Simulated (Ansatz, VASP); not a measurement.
AlN in VASP and in Ansatz

INCAR

```
SYSTEM = AlN
PREC     = Accurate       ! precision mode
ENCUT    = 600            ! plane-wave cutoff, eV
EDIFF    = 1E-7           ! SCF threshold, eV
ISMEAR   = 0              ! smearing method
SIGMA    = 0.02           ! smearing width, eV
LREAL    = .False.        ! projectors in reciprocal space
LASPH    = .True.         ! aspherical terms in the spheres
NELM     = 120            ! most SCF steps
ALGO     = Normal         ! electronic algorithm
ISIF     = 3              ! what is computed and relaxed
LWAVE    = .False.        ! write WAVECAR
LCHARG   = .False.        ! write CHGCAR
GGA      = CA             ! functional
IBRION   = 2              ! ionic algorithm
NSW      = 100            ! ionic steps
EDIFFG   = -0.002         ! ionic threshold
GGA_COMPAT= .False.      
NELMIN   = 4
```

Contents of KPOINTS:

```
Automatic mesh
0
Gamma
  8 8 8
  0 0 0
```

Contents of POSCAR:

```
AlN
1.0
    0.0000000000      2.1900000000      2.1900000000
    2.1900000000      0.0000000000      2.1900000000
    2.1900000000      2.1900000000      0.0000000000
Al N
1 1
Direct
    0.0000000000      0.0000000000      0.0000000000
    0.2500000000      0.2500000000      0.2500000000
```

Input for Ansatz:

```yaml
crystal:
  lattice:
    - [0.0, 2.19, 2.19]
    - [2.19, 0.0, 2.19]
    - [2.19, 2.19, 0.0]
  atoms:
    - { symbol: Al, position: [0.0, 0.0, 0.0] }
    - { symbol: "N", position: [0.25, 0.25, 0.25] }
basis:
  ecutwfc: 420
kpoints:
  mp_grid: { grid: [8, 8, 8] }
hamiltonian:
  xc: lda
  pseudopotentials: { kind: paw, azcp: { folder: soft_1 } }
scf:
  occupations: { method: gaussian, width: 0.02 }
output:
  forces: true
  stress: true
  eigenvalues: true
relax:
  adjacent_minimum: "off"
  f_tol: 0.002
  max_steps: 80
  cell: { stress_tol: 0.02 }
```

Alike in both runs: task relaxation of cell and atoms; functional LDA; k mesh 8 × 8 × 8; occupations gaussian, width 0.02 eV; no spin polarisation.

```csv
,VASP,Ansatz
version,VASP 6.6.1,Ansatz 0.2.0
potentials or method,"VASP PAW LDA potentials, release 64 (Al, N), cutoff 600 eV","scalar-relativistic, plane waves, PAW"
valence electrons in the cell,8,8
```

```csv
,VASP,Ansatz,Ansatz less VASP
"gap on the k mesh at the Fermi level, each at its own relaxed structure (eV)",3.23,3.25,+0.020
relaxed volume (Å³/atom),10.26,10.23,-0.028
relaxed cell length with the largest relative difference (Å),3.073,3.070,-0.0028
```

Ansatz warns that its potentials were made for another functional, while VASP's fit it. LDA's correlation is that of Perdew and Zunger in VASP and of Perdew and Wang (1992) in Ansatz.
